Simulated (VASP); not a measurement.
# TiC: electric field gradients with PBEsol

Crystal: TiC.

```
CELL_PARAMETERS angstrom
0.00000 2.13475 2.13475
2.13475 0.00000 2.13475
2.13475 2.13475 0.00000
ATOMIC_POSITIONS crystal
Ti 0.00000 0.00000 0.00000
C 0.50000 0.50000 0.50000
```

* Program: VASP 6.6.1
* Task: electric field gradients
* Functional: PBEsol
* Potentials or basis: VASP PAW PBE potentials, release 64 (Ti_sv, C)
* Cutoff: 520 eV
* k mesh: 14 × 14 × 14
* Occupations: fermi-dirac, width 0.03 eV
* Spin: no spin polarisation
* Dipole correction: no
* Further INCAR settings: ALGO = Normal; EDIFF = 1e-08; NBANDS = 15

- Pressure: 4.8 GPa
- Band gap on the k mesh: zero (bands 8 and 9 overlap by 1.09 eV)
- Largest electric field gradient by atom: zero within the noise of the run

Levels at points of the mesh, in eV from the Fermi level:
```csv
k point,band 4,band 5,band 6,band 7,band 8,band 9,band 10,band 11,band 12,band 13
"(0.00, 0.00, 0.00)",-32.31,-12.57,0.68,0.68,0.68,1.76,1.76,1.76,1.82,1.82
"(0.50, 0.00, 0.00)",-32.36,-8.83,-6.07,-3.04,-3.04,3.09,3.09,4.36,8.40,8.64
"(0.50, 0.50, 0.00)",-32.51,-10.23,-3.47,-1.81,0.02,0.02,2.90,3.74,3.74,6.28
```

Wall time 48 s on 1 thread of AMD EPYC 7R13, on a shared host, peak memory 0.13 GiB.

Caveat: the cell stands under pressure; the PAW data sets were made with another functional, which shifts forces and pressure a little.
